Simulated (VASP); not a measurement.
## Pb: single point with r2SCAN

The system is Pb.

```
Pb
1.0
     3.52691    0.00000    0.00000
     1.76345    3.05439    0.00000
     1.76345    1.01813    2.87971
Pb
1
Direct
  0.00000 0.00000 0.00000
```

```
Program                : VASP 6.6.1
Task                   : single point
Functional             : r2SCAN
Potentials or basis    : VASP PAW PBE potentials, release 64 (Pb_d)
Cutoff                 : 520 eV
k mesh                 : 9 × 9 × 9
Occupations            : methfessel-paxton, width 0.02 eV
Spin                   : no spin polarisation
Dipole correction      : no
Further INCAR settings : ALGO = Normal; EDIFF = 1e-07; NBANDS = 13
```

```yaml
Pressure: 0.0 GPa
Band_gap_on_the_k_mesh: zero (bands 7 and 8 overlap by 9.14 eV)
```

Levels at points of the mesh, in eV from the Fermi level:
```tsv
k point	band 4	band 5	band 6	band 7	band 8	band 9	band 10	band 11
(0.00, 0.00, 0.00)	-17.43	-17.43	-11.99	7.69	7.69	7.69	10.55	12.14
```

Wall time 61 s on 1 thread of AMD EPYC 9R45 96-Core Processor (Zen 5), on a shared host, peak memory 0.14 GiB.

Caveat: the PAW data sets were made with another functional, which shifts forces and pressure a little; spin-orbit coupling is left out, which moves the levels of the heavy elements.
